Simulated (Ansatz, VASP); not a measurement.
# AlN: VASP beside Ansatz

INCAR

```
PREC = Accurate
ENCUT = 520
EDIFF = 1E-6
ISMEAR = 0
SIGMA = 0.05
LREAL = False
LASPH = True
NELM = 60
ALGO = Normal
ISIF = 2
LWAVE = False
LCHARG = False
GGA = PE
NBANDS = 16
```

KPOINTS

```
Automatic mesh
0
Gamma
  6 6 4
```

Contents of POSCAR:

```
AlN
1.0
    3.1110021516      0.0000000000      0.0000000000
   -1.5555010758      2.6942068945      0.0000000000
    0.0000000000      0.0000000000      4.9780000000
Al N
2 2
Direct
    0.3040603352      0.6452373447     -0.0115980367
    0.6373936685      0.3119040114      0.4884019633
    0.3333333333      0.6666666667      0.3850000000
    0.6666666667      0.3333333333      0.8850000000
```

Input for Ansatz:

```yaml
crystal:
  lattice:
    - [3.1110021516, 0.0, 0.0]
    - [-1.5555010758, 2.6942068945, 0.0]
    - [0.0, 0.0, 4.978]
  atoms:
    - { symbol: Al, position: [0.3040603352, 0.6452373447, -0.0115980367] }
    - { symbol: Al, position: [0.6373936685, 0.3119040114, 0.4884019633] }
    - { symbol: "N", position: [0.3333333333, 0.6666666667, 0.385] }
    - { symbol: "N", position: [0.6666666667, 0.3333333333, 0.885] }
basis:
  ecutwfc: 420
kpoints:
  mp_grid: { grid: [6, 6, 4] }
hamiltonian:
  xc: pbe
scf:
  occupations: { method: gaussian, width: 0.05 }
output:
  forces: true
  stress: true
  eigenvalues: true
```

Change from the starting cell: all Al atoms moved -0.100 Å, as atom 1 along Cartesian [1 1 1].

Alike in both runs: task single point; functional PBE; k mesh 6 × 6 × 4; occupations gaussian, width 0.05 eV; no spin polarisation.

```csv
,VASP,Ansatz
version,VASP 6.6.1,Ansatz 0.2.0
potentials or method,"VASP PAW PBE potentials, release 64 (Al, N), cutoff 520 eV","scalar-relativistic, plane waves, PAW"
valence electrons in the cell,16,16
```

VASP gave:

| Item | Value |
| --- | --- |
| gap on the k mesh at the Fermi level (eV) | 3.95 |
| least direct gap on the mesh (eV) | 3.95 |
| pressure (GPa) | 5.1 |
| traceless stress, the component that is largest in VASP (GPa) | -6.56 |
| rms of the force components (eV/Å) | 0.977 |

Problem. Which values does Ansatz return?

Solution. gap on the k mesh at the Fermi level (eV): 3.94; least direct gap on the mesh (eV): 3.94; pressure (GPa): 5.3; traceless stress, the component that is largest in VASP (GPa): -6.58; rms of the force components (eV/Å): 0.972.

Atom by atom the forces differ by 0.004 eV/Å (rms over components). The functional is the same, so the differences come from potentials, cutoffs and numerics.
